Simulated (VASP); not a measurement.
# Si2W (P6_222) in VASP: further runs

The runs below take Si2W through single point, with LDA, PBE.

Program: VASP 6.6.1. These are calculated values, not measurements. Logs are shortened: lines on timing, memory, paths and dates and some standing lists are left out, and cuts for length are marked.

### Step 1. The cell of the first run

The structure is hexagonal, space group P6_222 (No. 180). Conventional cell: a = 4.617 Å, b = 4.617 Å, c = 6.653 Å, α = 90.00°, β = 90.00°, γ = 120.00°. W (site symmetry 222) has 10 Si at 2.59 to 2.69 Å and 4 W at 3.20 Å within 3.4 Å. Within 3.4 Å of Si (site symmetry 2) lie 9 Si at 2.57 to 3.23 Å and 5 W at 2.59 to 2.69 Å.

### Step 2. Single point, LDA

File INCAR:

```
SYSTEM = Si2W
PREC     = Accurate       ! precision mode
ENCUT    = 520            ! plane-wave cutoff, eV
EDIFF    = 1E-6           ! SCF threshold, eV
ISMEAR   = -1             ! smearing method
SIGMA    = 0.05           ! smearing width, eV
LREAL    = .False.        ! projectors in reciprocal space
LASPH    = .True.         ! aspherical terms in the spheres
NELM     = 80             ! most SCF steps
ALGO     = Normal         ! electronic algorithm
ISIF     = 2              ! what is computed and relaxed
LWAVE    = .False.        ! write WAVECAR
LCHARG   = .False.        ! write CHGCAR
NBANDS   = 43             ! bands
```

File KPOINTS:

```
Automatic mesh
0
Gamma
  5 5 3
  0 0 0
```

File POSCAR:

```
Si2W
1.0
    4.6168523821      0.0000000000      0.0000000000
   -2.3084261911      3.9983114484      0.0000000000
    0.0000000000      0.0000000000      6.6532220000
W Si
3 6
Direct
    0.5000000000      0.0000000000      0.5000000000
    0.5000000000      0.5000000000      0.8333333333
    0.0000000000      0.5000000000      0.1666666667
    0.3272520000      0.1636260000      0.1666666667
    0.8363740000      0.1636260000      0.8333333333
    0.1636260000      0.3272520000      0.5000000000
    0.6727480000      0.8363740000      0.1666666667
    0.1636260000      0.8363740000      0.8333333333
    0.8363740000      0.6727480000      0.5000000000
```

Potentials or basis: VASP PAW LDA potentials, release 64 (W_sv, Si).

Started as:

```
> cat potpaw_LDA.64/W_sv/POTCAR potpaw_LDA.64/Si/POTCAR > POTCAR
> mpirun -np 1 vasp_std > vasp.out
```

OUTCAR:

```text
SYSTEM = Si2W
   PREC = Accurate
   ENCUT = 520
   EDIFF = 1E-6
   ISMEAR = -1
   LREAL = .False.
   LASPH = .True.
   NELM = 80
   ISIF = 2

 ion  position               nearest neighbor table
   1  0.500  0.000  0.500-   5 2.59   8 2.59   7 2.59   4 2.59   6 2.65   9 2.65   9 2.65   6 2.65
                             6 2.69   9 2.69   3 3.20   3 3.20   2 3.20   2 3.20
   2  0.500  0.500  0.833-   6 2.59   9 2.59   7 2.59   4 2.59   8 2.65   5 2.65   8 2.65   5 2.65
                             8 2.69   5 2.69   1 3.20   1 3.20   3 3.20   3 3.20
   3  0.000  0.500  0.167-   6 2.59   9 2.59   8 2.59   5 2.59   4 2.65   7 2.65   7 2.65   4 2.65
                             7 2.69   4 2.69   1 3.20   1 3.20   2 3.20   2 3.20
   4  0.327  0.164  0.167-   6 2.57   8 2.57   1 2.59   2 2.59   7 2.62   3 2.65   3 2.65   3 2.69
                             7 2.69   7 2.69
   5  0.836  0.164  0.833-   6 2.57   7 2.57   1 2.59   3 2.59   8 2.62   2 2.65   2 2.65   2 2.69
                             8 2.69   8 2.69
   6  0.164  0.327  0.500-   5 2.57   4 2.57   2 2.59   3 2.59   9 2.62   1 2.65   1 2.65   1 2.69
                             9 2.69   9 2.69
   7  0.673  0.836  0.167-   9 2.57   5 2.57   1 2.59   2 2.59   4 2.62   3 2.65   3 2.65   3 2.69
                             4 2.69   4 2.69
   8  0.164  0.836  0.833-   9 2.57   4 2.57   1 2.59   3 2.59   5 2.62   2 2.65   2 2.65   2 2.69
                             5 2.69   5 2.69
   9  0.836  0.673  0.500-   8 2.57   7 2.57   2 2.59   3 2.59   6 2.62   1 2.65   1 2.65   1 2.69
                             6 2.69   6 2.69

  LATTYP: Found a hexagonal cell.
 ALAT       =     4.6168523821
 C/A-ratio  =     1.4410731488

  Lattice vectors:

 A1 = (   4.6168523821,   0.0000000000,   0.0000000000)
 A2 = (  -2.3084261911,   3.9983114484,   0.0000000000)
 A3 = (   0.0000000000,   0.0000000000,   6.6532220000)

Analysis of symmetry for initial positions (statically):
=====================================================================
 Subroutine PRICEL returns:
 Original cell was already a primitive cell.

 Routine SETGRP: Setting up the symmetry group for a
 hexagonal supercell.

 Subroutine GETGRP returns: Found 12 space group operations
 (whereof  4 operations were pure point group operations)
 out of a pool of 24 trial point group operations.

The static configuration has the point symmetry D_2 .
 The point group associated with its full space group is D_6 .

Analysis of symmetry for dynamics (positions and initial velocities):
=====================================================================
 Subroutine PRICEL returns:
 Original cell was already a primitive cell.

 Routine SETGRP: Setting up the symmetry group for a
 hexagonal supercell.

 Subroutine GETGRP returns: Found 12 space group operations
 (whereof  4 operations were pure point group operations)
 out of a pool of 24 trial point group operations.

The dynamic configuration has the point symmetry D_2 .
 The point group associated with its full space group is D_6 .

 Subroutine INISYM returns: Found 12 space group operations
 (whereof  4 operations are pure point group operations),
 and found     1 'primitive' translations

----------------------------------------------------------------------------------------

                                     Primitive cell

  volume of cell :     122.8159

  direct lattice vectors                    reciprocal lattice vectors
     4.616852382  0.000000000  0.000000000     0.216597785  0.125052790  0.000000000
    -2.308426191  3.998311448  0.000000000     0.000000000  0.250105579  0.000000000
     0.000000000  0.000000000  6.653222000     0.000000000  0.000000000  0.150303116

  length of vectors
     4.616852382  4.616852382  6.653222000     0.250105579  0.250105579  0.150303116

  position of ions in fractional coordinates (direct lattice)
     0.500000000  0.000000000  0.500000000
     0.500000000  0.500000000  0.833333333
     0.000000000  0.500000000  0.166666667
     0.327252000  0.163626000  0.166666667
     0.836374000  0.163626000  0.833333333
     0.163626000  0.327252000  0.500000000
     0.672748000  0.836374000  0.166666667
     0.163626000  0.836374000  0.833333333
     0.836374000  0.672748000  0.500000000

  ion indices of the primitive-cell ions
   primitive index   ion index
                 1           1
                 2           2
                 3           3
                 4           4
                 5           5
                 6           6
                 7           7
                 8           8
                 9           9

----------------------------------------------------------------------------------------

 KPOINTS: Automatic mesh

Automatic generation of k-mesh.
 Grid dimensions read from file:
 generate k-points for:    5    5    3

 Generating k-lattice:

  Cartesian coordinates                     Fractional coordinates (reciprocal lattice)
     0.043319557  0.025010558  0.000000000     0.200000000  0.000000000  0.000000000
     0.000000000  0.050021116  0.000000000     0.000000000  0.200000000  0.000000000
     0.000000000  0.000000000  0.050101039     0.000000000  0.000000000  0.333333333

  Length of vectors
     0.050021116  0.050021116  0.050101039

  Shift w.r.t. Gamma in fractional coordinates (k-lattice)
     0.000000000  0.000000000  0.000000000

 Subroutine IBZKPT returns following result:
 ===========================================

 Found     10 irreducible k-points:

 Following reciprocal coordinates:
            Coordinates               Weight
  0.000000  0.000000  0.000000      1.000000
  0.200000  0.000000  0.000000      6.000000
  0.400000  0.000000  0.000000      6.000000
  0.200000  0.200000  0.000000      6.000000
  0.400000  0.200000  0.000000      6.000000
  0.000000  0.000000  0.333333      2.000000
  0.200000  0.000000  0.333333     12.000000
  0.400000  0.000000  0.333333     12.000000
  0.200000  0.200000  0.333333     12.000000
  0.400000  0.200000  0.333333     12.000000
   k-points           NKPTS =     10   k-points in BZ     NKDIM =     10   number of bands    NBANDS=     43
   number of dos      NEDOS =    301   number of ions     NIONS =      9
   total plane-waves  NPLWV =  64800
   dimension x,y,z NGX =    36 NGY =   36 NGZ =   50
   dimension x,y,z NGXF=    72 NGYF=   72 NGZF=  100
   ions per type =               3   6
   NGX,Y,Z   is equivalent  to a cutoff of  12.96, 12.96, 12.49 a.u.
   NGXF,Y,Z  is equivalent  to a cutoff of  25.93, 25.93, 24.99 a.u.
 SYSTEM =  Si2W
   PREC   = accura    normal or accurate (medium, high low for compatibility)
   ISTART =      0    job   : 0-new  1-cont  2-samecut
   ICHARG =      2    charge: 1-file 2-atom 10-const
   ISPIN  =      1    spin polarized calculation?
   LNONCOLLINEAR =      F non collinear calculations
   LSORBIT =      F    spin-orbit coupling
   LASPH  =      T    aspherical Exc in radial PAW
   ENCUT  =  520.0 eV  38.22 Ry    6.18 a.u.   8.58  8.58 12.37*2*pi/ulx,y,z
   NELM   =     80;   NELMIN=  2; NELMDL= -5     # of ELM steps
   EDIFF  = 0.1E-05   stopping-criterion for ELM
   LREAL  =      F    real-space projection
   EDIFFG = 0.1E-04   stopping-criterion for IOM
   NSW    =      0    number of steps for IOM
   IBRION =     -1    ionic relax: 0-MD 1-quasi-New 2-CG
   NFREE  =      0    steps in history (QN), initial steepest desc. (CG)
   ISIF   =      2    stress and relaxation
   ISYM   =      2    0-nonsym 1-usesym 2-fastsym
   POTIM  = 0.5000    time-step for ionic-motion
   TEBEG  =    0.0;   TEEND  =   0.0 temperature during run
   PSTRESS=    0.0 pullay stress
   NELECT =      66.0000    total number of electrons
   NUPDOWN=      -1.0000    fix difference up-down
   EMIN   =  10.00;   EMAX   =-10.00  energy-range for DOS
   EFERMI =   0.00;   METHOD = LEGACY
   ISMEAR =    -1;   SIGMA  =   0.05  broadening in eV -4-tet -1-fermi 0-gaus
   EFERMI_NEDOS =   21; number of points for ismear=-14 and -15
   IALGO  =     38    algorithm
   IMIX   =      4    mixing-type and parameters
     AMIX     =   0.40;   BMIX     =  1.00
     AMIX_MAG =   1.60;   BMIX_MAG =  1.00
  volume/ion in A,a.u.               =      13.65        92.09
  Fermi-wavevector in a.u.,A,eV,Ry     =   1.330979  2.515186 24.102797  1.771506
  Thomas-Fermi vector in A             =   2.460025
   LORBIT       =      0    0 simple, 1 ext, 2 COOP (PROOUT), +10 PAW based schemes
   GGA     = CA    functional components
   LHFCALC =     F    Hartree Fock is set to
   AEXX    =    0.0000 exact exchange contribution
   IVDW    =     0    specifies the selected vdW correction
   LEPSILON=     F    determine dielectric tensor
   LRPA    =     F    only Hartree local field effects (RPA)
 non-spin polarized calculation
  energy-cutoff  :      520.00
  volume of cell :      122.82
 maximum number of plane-waves:      3343
 NGX is ok and might be reduce to    36
   NGX = 17   NGY = 17   NGZ = 25

 number of electron      66.0000007 magnetization

 Free energy of the ion-electron system (eV)
  ---------------------------------------------------
  ext. energy  EPLUGINS =         0.00000000
  ---------------------------------------------------
  free energy    TOTEN  =       -81.36340873 eV

  energy without entropy =      -81.36230197  energy(sigma->0) =      -81.36285535

 E-fermi :  12.1900     XC(G=0): -12.5875

 val. band max:       12.0209885995   @ k =   0.0000   0.0000   0.3333
 cond. band min:      12.4196690023   @ k =   0.2000   0.2000   0.0000
 fundamental gap:      0.3986804027
 Fermi energy:        12.1899794462

 k-point     1 :       0.0000    0.0000    0.0000
  band No.  band energies     occupation
      1     -61.6187      2.00000
      2     -61.6065      2.00000
      3     -61.6065      2.00000
      4     -26.2383      2.00000
      5     -26.2352      2.00000
      6     -26.2352      2.00000
[... 35 lines left out ...]
     42      15.1202      0.00000
     43      15.5898      0.00000
[... 373 lines left out ...]
      3     -61.6070      2.00000
      4     -26.2726      2.00000
      5     -26.2667      2.00000
      6     -26.2420      2.00000
[... 35 lines left out ...]
     42      14.9767      0.00000
     43      15.6582      0.00000

------------------------ aborting loop because EDIFF is reached ----------------------------------------

  FORCE on cell =-STRESS in cart. coord.  units (eV):
  Direction    XX          YY          ZZ          XY          YZ          ZX
  --------------------------------------------------------------------------------------
  -------------------------------------------------------------------------------------
  Total       -6.4358176     -6.4358176     -6.9460356      0.0000000     -0.0000000      0.0000000
  in kB      -83.9575368    -83.9575368    -90.6135121      0.0000000     -0.0000000      0.0000000
  external PRESSURE =     -86.1761952 kB  Pullay stress =       0.0000000 kB

 VOLUME and BASIS-vectors are now :
 -----------------------------------------------------------------------------
  energy-cutoff  :      520.00
  volume of cell :      122.82
      direct lattice vectors                 reciprocal lattice vectors
     4.616852382  0.000000000  0.000000000     0.216597785  0.125052790  0.000000000
    -2.308426191  3.998311448  0.000000000     0.000000000  0.250105579  0.000000000
     0.000000000  0.000000000  6.653222000     0.000000000  0.000000000  0.150303116

 POSITION                                       TOTAL-FORCE (eV/Angst)
 -----------------------------------------------------------------------------------
      2.30843      0.00000      3.32661         0.000000      0.000000     -0.000000
      1.15421      1.99916      5.54435         0.000000      0.000000      0.000000
     -1.15421      1.99916      1.10887         0.000000      0.000000      0.000000
      1.13316      0.65423      1.10887         0.052883      0.030532      0.000000
      3.48370      0.65423      5.54435        -0.052883      0.030532     -0.000000
     -0.00000      1.30846      3.32661        -0.000000      0.061064     -0.000000
      1.17527      3.34408      1.10887        -0.052883     -0.030532     -0.000000
     -1.17527      3.34408      5.54435         0.052883     -0.030532     -0.000000
      2.30843      2.68986      3.32661         0.000000     -0.061064     -0.000000
 -----------------------------------------------------------------------------------
    total drift:                               -0.000000     -0.000000      0.000000

  FREE ENERGIE OF THE ION-ELECTRON SYSTEM (eV)
  ---------------------------------------------------
  free  energy   TOTEN  =       -81.3634087349 eV

  energy  without entropy=      -81.3623019744  energy(sigma->0) =      -81.36285535
```

It took 56 s on 1 thread of Intel Xeon Platinum 8259CL at 2.50GHz (Skylake/Cascade Lake), shared host; peak memory 0.21 GiB.

Results:

* Free energy: -81.3634 eV
* Pressure: -8.6 GPa
* Largest force: 0.061 eV/Å
* Band gap on the k mesh: 0.40 eV, indirect (least direct gap 0.89 eV)

Forces on the atoms (eV/Å):
```
W    0.000  0.000  0.000
W    0.000  0.000  0.000
W    0.000  0.000  0.000
Si   0.053  0.031  0.000
Si  -0.053  0.031  0.000
Si   0.000  0.061  0.000
Si  -0.053 -0.031  0.000
Si   0.053 -0.031  0.000
Si   0.000 -0.061  0.000
```

Stress tensor (GPa, compression positive):
```
-8.40  0.00  0.00
 0.00 -8.40  0.00
 0.00  0.00 -9.06
```

Levels at points of the mesh, in eV from the valence-band top:
```csv
k point,band 29,band 30,band 31,band 32,band 33,band 34,band 35,band 36,band 37,band 38
"(0.00, 0.00, 0.00)",-3.06,-3.06,-2.72,-2.24,-0.66,2.48,2.51,2.52,2.52,2.87
```

Caveat: spin-orbit coupling is left out, which moves the levels of the heavy elements.

### Step 3. Single point, PBE

File INCAR:

```
ALGO     = Normal         # electronic algorithm
EDIFF    = 1E-6           # SCF threshold, eV
ENCUT    = 520            # plane-wave cutoff, eV
GGA      = PE             # functional
ISIF     = 2              # what is computed and relaxed
ISMEAR   = -1             # smearing method
LASPH    = True           # aspherical terms in the spheres
LCHARG   = False          # write CHGCAR
LREAL    = False          # projectors in reciprocal space
LWAVE    = False          # write WAVECAR
NBANDS   = 43             # bands
NELM     = 60             # most SCF steps
PREC     = Accurate       # precision mode
SIGMA    = 0.05           # smearing width, eV
```

File KPOINTS:

```
k-points
0
Gamma
  5 5 3
```

File POSCAR:

```
Si2W
1.0
    4.6168523821      0.0000000000      0.0000000000
   -2.3084261911      3.9983114484      0.0000000000
    0.0000000000      0.0000000000      6.6532220000
W Si
3 6
Direct
    0.5000000000      0.0000000000      0.5000000000
    0.5000000000      0.5000000000      0.8333333333
    0.0000000000      0.5000000000      0.1666666667
    0.3274774055      0.1637387028      0.1666666667
    0.8362612972      0.1637387028      0.8333333333
    0.1637387028      0.3274774055      0.5000000000
    0.6725225945      0.8362612972      0.1666666667
    0.1637387028      0.8362612972      0.8333333333
    0.8362612972      0.6725225945      0.5000000000
```

Potentials or basis: VASP PAW PBE potentials, release 64 (W_sv, Si).

Started as:

```
> cat potpaw_PBE.64/W_sv/POTCAR potpaw_PBE.64/Si/POTCAR > POTCAR
> mpirun -np 1 vasp_std > vasp.out
```

Wall time 1.8 min (1 thread of Intel Xeon Platinum 8259CL at 2.50GHz (Skylake/Cascade Lake), shared host); peak memory 0.24 GiB.

It converged, with:

* Free energy: -73.8461 eV
* Pressure: -0.5 GPa
* Largest force: 0.004 eV/Å
* Band gap on the k mesh: 0.40 eV, indirect (least direct gap 0.92 eV)

Forces on the atoms (eV/Å):
```
W    0.000  0.000  0.000
W    0.000  0.000  0.000
W    0.000  0.000  0.000
Si  -0.003 -0.002  0.000
Si   0.003 -0.002  0.000
Si   0.000 -0.004  0.000
Si   0.003  0.002  0.000
Si  -0.003  0.002  0.000
Si   0.000  0.004  0.000
```

Stress tensor (GPa, compression positive):
```
-0.34  0.00  0.00
 0.00 -0.34  0.00
 0.00  0.00 -0.74
```

Levels at points of the mesh, in eV from the valence-band top:
```tsv
k point	band 29	band 30	band 31	band 32	band 33	band 34	band 35	band 36	band 37	band 38
(0.00, 0.00, 0.00)	-3.12	-3.12	-2.78	-2.34	-0.68	2.46	2.46	2.52	2.55	2.85
```

Caveat: spin-orbit coupling is left out, which moves the levels of the heavy elements.
